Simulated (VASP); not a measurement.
# Mo (Fm-3m) in VASP: further runs

Mo is run at these levels: PBE; tasks: single point.

All numbers are computed with VASP 6.6.1; they aren't measurements. Logs are shortened: lines on timing, memory, paths and dates and some standing lists are left out, and cuts for length are marked.

## Step 1: The cell of the first run

It takes space group Fm-3m (No. 225, cubic). The conventional cell has a = 3.969 Å, b = 3.969 Å, c = 3.969 Å, α = 90.00°, β = 90.00°, γ = 90.00°. Within 3.7 Å of Mo (site symmetry m-3m) lie 12 Mo at 2.81 Å.

## Step 2: Single point, PBE

File INCAR:

```
PREC = Accurate ; ENCUT = 520
EDIFF = 1E-7 ; ISMEAR = 0
SIGMA = 0.05 ; LREAL = F
LASPH = T ; NELM = 60
ALGO = Fast ; ISIF = 2
LWAVE = F ; LCHARG = F
GGA = PE ; NBANDS = 13
```

File KPOINTS:

```
Automatic mesh
0
Gamma
  8 8 8
```

File POSCAR:

```
Mo
1.0
    0.0000000000      1.9843740664      1.9843740664
    1.9843740664      0.0000000000      1.9843740664
    1.9843740664      1.9843740664      0.0000000000
Mo
1
Direct
    0.0000000000      0.0000000000      0.0000000000
```

Potentials or basis: VASP PAW PBE potentials, release 64 (Mo_sv).

Run with:

```console
$ cat potpaw_PBE.64/Mo_sv/POTCAR > POTCAR
$ mpirun -np 1 vasp_std > vasp.out
```

OUTCAR:

```text
PREC = Accurate
   ENCUT = 520
   EDIFF = 1E-7
   ISMEAR = 0
   LREAL = F
   LASPH = T
   NELM = 60
   ISIF = 2
   GGA = PE

 ion  position               nearest neighbor table
   1  0.000  0.000  0.000-

  LATTYP: Found a face centered cubic cell.
 ALAT       =     3.9687481328

  Lattice vectors:

 A1 = (   0.0000000000,   1.9843740664,   1.9843740664)
 A2 = (   1.9843740664,   0.0000000000,   1.9843740664)
 A3 = (   1.9843740664,   1.9843740664,   0.0000000000)

Analysis of symmetry for initial positions (statically):
=====================================================================
 Subroutine PRICEL returns:
 Original cell was already a primitive cell.

 Routine SETGRP: Setting up the symmetry group for a
 face centered cubic supercell.

 Subroutine GETGRP returns: Found 48 space group operations
 (whereof 48 operations were pure point group operations)
 out of a pool of 48 trial point group operations.

The static configuration has the point symmetry O_h .

Analysis of symmetry for dynamics (positions and initial velocities):
=====================================================================
 Subroutine PRICEL returns:
 Original cell was already a primitive cell.

 Routine SETGRP: Setting up the symmetry group for a
 face centered cubic supercell.

 Subroutine GETGRP returns: Found 48 space group operations
 (whereof 48 operations were pure point group operations)
 out of a pool of 48 trial point group operations.

The dynamic configuration has the point symmetry O_h .

 Subroutine INISYM returns: Found 48 space group operations
 (whereof 48 operations are pure point group operations),
 and found     1 'primitive' translations

----------------------------------------------------------------------------------------

                                     Primitive cell

  volume of cell :      15.6279

  direct lattice vectors                    reciprocal lattice vectors
     0.000000000  1.984374066  1.984374066    -0.251968622  0.251968622  0.251968622
     1.984374066  0.000000000  1.984374066     0.251968622 -0.251968622  0.251968622
     1.984374066  1.984374066  0.000000000     0.251968622  0.251968622 -0.251968622

  length of vectors
     2.806328718  2.806328718  2.806328718     0.436422456  0.436422456  0.436422456

  position of ions in fractional coordinates (direct lattice)
     0.000000000  0.000000000  0.000000000

  ion indices of the primitive-cell ions
   primitive index   ion index
                 1           1

[... 78 lines left out ...]
   ISYM   =      2    0-nonsym 1-usesym 2-fastsym
   POTIM  = 0.5000    time-step for ionic-motion
   TEBEG  =    0.0;   TEEND  =   0.0 temperature during run
   PSTRESS=    0.0 pullay stress
   NELECT =      14.0000    total number of electrons
   NUPDOWN=      -1.0000    fix difference up-down
   EMIN   =  10.00;   EMAX   =-10.00  energy-range for DOS
   EFERMI =   0.00;   METHOD = LEGACY
   ISMEAR =     0;   SIGMA  =   0.05  broadening in eV -4-tet -1-fermi 0-gaus
   EFERMI_NEDOS =   21; number of points for ismear=-14 and -15
   IALGO  =     68    algorithm
   IMIX   =      4    mixing-type and parameters
     AMIX     =   0.40;   BMIX     =  1.00
     AMIX_MAG =   1.60;   BMIX_MAG =  1.00
  volume/ion in A,a.u.               =      15.63       105.46
  Fermi-wavevector in a.u.,A,eV,Ry     =   1.578159  2.982287 33.886458  2.490584
  Thomas-Fermi vector in A             =   2.678732
   LORBIT       =      0    0 simple, 1 ext, 2 COOP (PROOUT), +10 PAW based schemes
   GGA     = PE    functional components
   LHFCALC =     F    Hartree Fock is set to
   AEXX    =    0.0000 exact exchange contribution
   IVDW    =     0    specifies the selected vdW correction
   LEPSILON=     F    determine dielectric tensor
   LRPA    =     F    only Hartree local field effects (RPA)
 non-spin polarized calculation
 RMM-DIIS sequential band-by-band and
 Gauss-broadening in eV      SIGMA  =   0.05
  energy-cutoff  :      520.00
  volume of cell :       15.63
 maximum number of plane-waves:       444
 NGX is ok and might be reduce to    24
   NGX = 11   NGY = 11   NGZ = 11

 number of electron      13.9999999 magnetization

 Free energy of the ion-electron system (eV)
  ---------------------------------------------------
  ext. energy  EPLUGINS =         0.00000000
  ---------------------------------------------------
  free energy    TOTEN  =       -10.48944311 eV

  energy without entropy =      -10.48506402  energy(sigma->0) =      -10.48725357

 E-fermi :  12.1560     XC(G=0): -13.3690

 val. band max:       12.1527398935   @ k =   0.3750   0.1250   0.0000
 cond. band min:      12.1609801740   @ k =  -0.2500   0.1250   0.0000
 fundamental gap:      0.0082402805
 Fermi energy:        12.1560107867

 k-point     1 :       0.0000    0.0000    0.0000
  band No.  band energies     occupation
      1     -48.5038      2.00000
      2     -21.7938      2.00000
      3     -21.7938      2.00000
      4     -21.7938      2.00000
      5       5.3681      2.00000
      6      11.4388      2.00000
      7      11.4388      2.00000
      8      11.4388      2.00000
      9      14.2138      0.00000
     10      14.2138      0.00000
     11      25.2899      0.00000
     12      30.6610      0.00000
     13      30.6610      0.00000
[... 354 lines left out ...]
  band No.  band energies     occupation
      1     -48.2135      2.00000
      2     -23.0130      2.00000
      3     -22.3542      2.00000
      4     -22.0964      2.00000
      5       8.8131      2.00000
      6       9.7177      2.00000
      7      11.5639      2.00000
      8      12.6500      0.00000
      9      16.0050      0.00000
     10      19.8650      0.00000
     11      22.7855      0.00000
     12      27.7315      0.00000
     13      29.3667      0.00000

 [... further k-points ...]
[... 5 lines left out ...]
  --------------------------------------------------------------------------------------
  -------------------------------------------------------------------------------------
  Total        0.6255027      0.6255027      0.6255027      0.0000000     -0.0000000      0.0000000
  in kB       64.1267377     64.1267377     64.1267377      0.0000000     -0.0000000      0.0000000
  external PRESSURE =      64.1267377 kB  Pullay stress =       0.0000000 kB

 VOLUME and BASIS-vectors are now :
 -----------------------------------------------------------------------------
  energy-cutoff  :      520.00
  volume of cell :       15.63
      direct lattice vectors                 reciprocal lattice vectors
     0.000000000  1.984374066  1.984374066    -0.251968622  0.251968622  0.251968622
     1.984374066  0.000000000  1.984374066     0.251968622 -0.251968622  0.251968622
     1.984374066  1.984374066  0.000000000     0.251968622  0.251968622 -0.251968622

 POSITION                                       TOTAL-FORCE (eV/Angst)
 -----------------------------------------------------------------------------------
      0.00000      0.00000      0.00000        -0.000000      0.000000     -0.000000
 -----------------------------------------------------------------------------------
    total drift:                                0.000000      0.000000     -0.000000

  FREE ENERGIE OF THE ION-ELECTRON SYSTEM (eV)
  ---------------------------------------------------
  free  energy   TOTEN  =       -10.4894431073 eV

  energy  without entropy=      -10.4850640241  energy(sigma->0) =      -10.48725357
```

OSZICAR:

```text
N       E                     dE             d eps       ncg     rms          rms(c)
DAV:   1     0.932714473022E+02    0.93271E+02   -0.79406E+03   754   0.111E+03
DAV:   2    -0.986244304536E+01   -0.10313E+03   -0.99074E+02   864   0.312E+02
DAV:   3    -0.110789090830E+02   -0.12165E+01   -0.12121E+01   829   0.337E+01
DAV:   4    -0.110816456851E+02   -0.27366E-02   -0.27366E-02   839   0.196E+00
DAV:   5    -0.110816638780E+02   -0.18193E-04   -0.18194E-04   859   0.142E-01    0.141E+01
RMM:   6    -0.105591808757E+02    0.52248E+00   -0.62506E-01   754   0.740E+00    0.427E+00
RMM:   7    -0.104923273174E+02    0.66854E-01   -0.17130E-01   773   0.383E+00    0.828E-01
RMM:   8    -0.104898755625E+02    0.24518E-02   -0.11136E-02   811   0.112E+00    0.235E-01
RMM:   9    -0.104894594925E+02    0.41607E-03   -0.96172E-04   838   0.315E-01    0.298E-02
RMM:  10    -0.104894443606E+02    0.15132E-04   -0.16295E-04   846   0.132E-01    0.310E-02
RMM:  11    -0.104894432734E+02    0.10872E-05   -0.12149E-05   843   0.428E-02    0.252E-03
RMM:  12    -0.104894430489E+02    0.22451E-06   -0.29157E-06   855   0.176E-02    0.172E-03
RMM:  13    -0.104894431761E+02   -0.12726E-06   -0.22849E-07   590   0.572E-03    0.128E-03
RMM:  14    -0.104894431073E+02    0.68821E-07   -0.47669E-08   482   0.250E-03
   1 F= -.10489443E+02 E0= -.10487254E+02  d E =-.437908E-02
```

stdout:

```text
POSCAR found type information on POSCAR Mo
 POSCAR found :  1 types and       1 ions
 scaLAPACK will be used
 LDA part: xc-table for (Slater+PW92), standard interpolation
 POSCAR, INCAR and KPOINTS ok, starting setup
 FFT: planning ... GRIDC
 FFT: planning ... GRID_SOFT
 FFT: planning ... GRID
 WAVECAR not read
 entering main loop
```

Run time: 5.7 s. Hardware: 1 thread of Intel Xeon Platinum 8488C (Sapphire Rapids), shared host; peak memory 0.14 GiB.

Results:

```yaml
Free_energy: -10.4894 eV
Pressure: 6.4 GPa
Band_gap_on_the_k_mesh: zero (band 7 reaches 16.31 eV, above the bottom of band 8 at 11.44 eV)
```

Levels at points of the mesh, in eV from the Fermi level:
```
           k point  band 4  band 5  band 6  band 7  band 8  band 9  band 10  band 11
(0.00, 0.00, 0.00)  -33.95   -6.79   -0.72   -0.72   -0.72    2.06     2.06    13.13
(0.50, 0.00, 0.00)  -34.13   -4.70   -0.91   -0.91    1.66    4.20     4.20    11.50
(0.50, 0.50, 0.00)  -34.45   -5.10   -4.40    4.16    4.20    4.81     4.81    12.70
```

## Step 3: Single point, PBE

This run uses another cell than the first one, of 16.25 Å³/atom, 1.040 times its volume.

File INCAR:

```
ALGO     = Normal         # electronic algorithm
EDIFF    = 1E-6           # SCF threshold, eV
ENCUT    = 500            # plane-wave cutoff, eV
GGA      = PE             # functional
GGA_COMPAT= F            
ISIF     = 2              # what is computed and relaxed
ISMEAR   = 0              # smearing method
LASPH    = T              # aspherical terms in the spheres
LCHARG   = T              # write CHGCAR
LELF     = T              # ELF
LREAL    = F              # projectors in reciprocal space
LVHAR    = T            
LWAVE    = F              # write WAVECAR
NBANDS   = 13             # bands
NELM     = 120            # most SCF steps
PREC     = Accurate       # precision mode
SIGMA    = 0.05           # smearing width, eV
```

File KPOINTS:

```
k-points
0
Gamma
  8 8 8
```

File POSCAR:

```
Mo
1.0
    0.0000000000      2.0102964036      2.0102964036
    2.0102964036      0.0000000000      2.0102964036
    2.0102964036      2.0102964036      0.0000000000
Mo
1
Direct
    0.0000000000      0.0000000000      0.0000000000
```

Potentials or basis: VASP PAW PBE potentials, release 64 (Mo_sv).

Run with:

```console
$ cat potpaw_PBE.64/Mo_sv/POTCAR > POTCAR
$ mpirun -np 1 vasp_std > vasp.out
```

Wall time 12 s (1 thread of AMD EPYC 7R43 (Zen 3), shared host); peak memory 0.1 GiB.

It converged, with:

```
Free energy            : -10.4971 eV
Pressure               : -2.4 GPa
Band gap on the k mesh : zero (band 7 reaches 15.47 eV, above the bottom of band 8 at 10.88 eV)
```

Levels at points of the mesh, in eV from the Fermi level:
```
           k point  band 3  band 4  band 5  band 6  band 7  band 8  band 9  band 10  band 11  band 12
(0.00, 0.00, 0.00)  -34.07  -34.07   -6.66   -0.66   -0.66   -0.66    1.95     1.95    13.12    18.31
(0.50, 0.00, 0.00)  -34.23  -34.23   -4.51   -0.84   -0.84    1.53    3.97     3.97    10.92    12.80
(0.50, 0.50, 0.00)  -34.51  -34.51   -4.83   -4.16    3.93    3.97    4.54     4.54    12.39    12.39
```

## Step 4: Single point, PBE

This run uses another cell than the first one, of 16.03 Å³/atom, 1.026 times its volume.

File INCAR:

```
PREC = Accurate
ENCUT = 500
EDIFF = 1E-6
ISMEAR = 0
SIGMA = 0.05
LREAL = F
LASPH = T
NELM = 120
ALGO = Normal
ISIF = 2
LWAVE = F
LCHARG = F
GGA = PE
NBANDS = 13
GGA_COMPAT = F
```

File KPOINTS:

```
regular mesh
0
Gamma
  8 8 8
```

File POSCAR:

```
Mo
1.0
    0.0000000000      2.0014160462      2.0014160462
    2.0014160462      0.0000000000      2.0014160462
    2.0014160462      2.0014160462      0.0000000000
Mo
1
Direct
    0.0000000000      0.0000000000      0.0000000000
```

Run with:

```console
$ cat potpaw_PBE.64/Mo_sv/POTCAR > POTCAR
$ mpirun -np 1 vasp_std > vasp.out
```

Run time: 11 s. Hardware: 1 thread of AMD EPYC 7R43 (Zen 3), shared host; peak memory 0.1 GiB.

The run converged. Its results:

| Property | Result |
| --- | --- |
| Free energy | -10.4983 eV |
| Pressure | 0.6 GPa |
| Band gap on the k mesh | zero (band 7 reaches 15.76 eV, above the bottom of band 8 at 11.07 eV) |

Levels at points of the mesh, in eV from the Fermi level:
```tsv
k point	band 3	band 4	band 5	band 6	band 7	band 8	band 9	band 10	band 11	band 12
(0.00, 0.00, 0.00)	-34.03	-34.03	-6.71	-0.68	-0.68	-0.68	1.99	1.99	13.13	18.38
(0.50, 0.00, 0.00)	-34.20	-34.20	-4.57	-0.87	-0.87	1.58	4.05	4.05	11.12	12.81
(0.50, 0.50, 0.00)	-34.49	-34.49	-4.92	-4.24	4.01	4.05	4.63	4.63	12.50	12.50
```

## Step 5: Summary

```tsv
cell	cutoff (eV)	gap on the mesh (eV)	pressure (GPa)
a = 2.806 Å, angles 60.0°, 1 atom	520	none	6.4
a = 2.843 Å, angles 60.0°, 1 atom	500	none	-2.4
a = 2.830 Å, angles 60.0°, 1 atom	500	none	0.6
```

Alike in all rows: task single point; level PBE; potentials or basis VASP PAW PBE potentials, release 64 (Mo_sv); no spin polarisation; k mesh 8 × 8 × 8; smearing gaussian 0.05 eV.

Absolute energies hang on the potentials; compare differences alone.
